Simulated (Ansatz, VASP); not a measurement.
## C in VASP and in Ansatz

```
C
1.0
     0.00000    1.78012    1.78012
     1.78012    0.00000    1.78012
     1.78012    1.78012    0.00000
C
2
Direct
  0.00000 0.00000 0.00000
  0.25000 0.25000 0.25000
```

Alike in both runs: task single point; functional r2SCAN; k mesh 10 × 10 × 10; no spin polarisation.

|  | VASP | Ansatz |
| --- | --- | --- |
| version | VASP 6.6.1 | Ansatz 0.2.0 |
| potentials or method | VASP PAW PBE potentials, release 64 (C_h) | plane waves, PAW |
| plane-wave cutoff (eV) | 1430 | 500 |
| occupations | gaussian, width 0.01 eV | fixed |
| valence electrons in the cell | 8 | 8 |

|  | VASP | Ansatz | Ansatz less VASP |
| --- | --- | --- | --- |
| gap on the k mesh at the Fermi level (eV) | 4.41 | 4.41 | -0.002 |
| pressure (GPa) | -0.6 | 0.0 | +0.63 |

VASP's potentials were made for PBE, not for r2SCAN.
